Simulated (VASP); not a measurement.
Input of a VASP 6.6.1 run:

Contents of POSCAR:

```
La2O3
1.0
    6.2667800000      0.0000000000      0.0000000000
   -3.1333900000      5.4271910000      0.0000000000
    0.0000000000      0.0000000000      3.2997660000
La O
2 3
Direct
    0.3333333333      0.6666666667      0.5000000000
    0.6666666667      0.3333333333      0.5000000000
    0.4919860000      0.4919860000      0.0075762948
    0.0000000000      0.5080140000      0.0000000000
    0.5080140000      0.0000000000      0.0000000000
```

File INCAR.step1:

```
SYSTEM = La2O3
  PREC = Accurate
  ENCUT = 520
  ISMEAR = 0
  SIGMA = 0.01
  LREAL = .False.
  LASPH = .True.
  NELM = 100
  NBANDS = 28
  GGA = PE
  ALGO = Normal
  EDIFF = 1E-4
  LWAVE = .True.
  LCHARG = .False.
```

File INCAR.step2:

```
SYSTEM = La2O3
  PREC = Accurate
  ENCUT = 520
  EDIFF = 1E-6
  ISMEAR = 0
  SIGMA = 0.01
  LREAL = .False.
  LASPH = .True.
  NELM = 100
  ALGO = Normal
  ISIF = 2
  LWAVE = .False.
  LCHARG = .False.
  METAGGA = R2SCAN
  LMIXTAU = .True.
  NBANDS = 28
  ISTART = 1
```

KPOINTS

```
regular mesh
0
Gamma
  6 6 6
  0 0 0
```

Potentials or basis: VASP PAW PBE potentials, release 64 (La, O).

Run with:

```sh
$ cat potpaw_PBE.64/La/POTCAR potpaw_PBE.64/O/POTCAR > POTCAR
$ cp INCAR.step1 INCAR
$ mpirun -np 1 vasp_std > vasp.out
$ cp INCAR.step2 INCAR
$ mpirun -np 1 vasp_std > vasp.out
```

Question: What does it give for the pressure?

Answer: 1.1 GPa.

Question: What does it give for the band gap on the k mesh?

Answer: 1.89 eV (least direct gap 2.42 eV).

Question: Estimate the largest force.

Answer: 0.090 eV/Å.

Forces on the atoms (eV/Å):
```
La  -0.003  0.002  0.028
La   0.003 -0.002  0.028
O    0.026  0.045 -0.074
O    0.026 -0.045  0.009
O   -0.052  0.000  0.009
```

Caveat: the PAW data sets were made with another functional, which shifts forces and pressure a little; spin-orbit coupling is left out, which moves the levels of the heavy elements. A k mesh can miss the band edges.
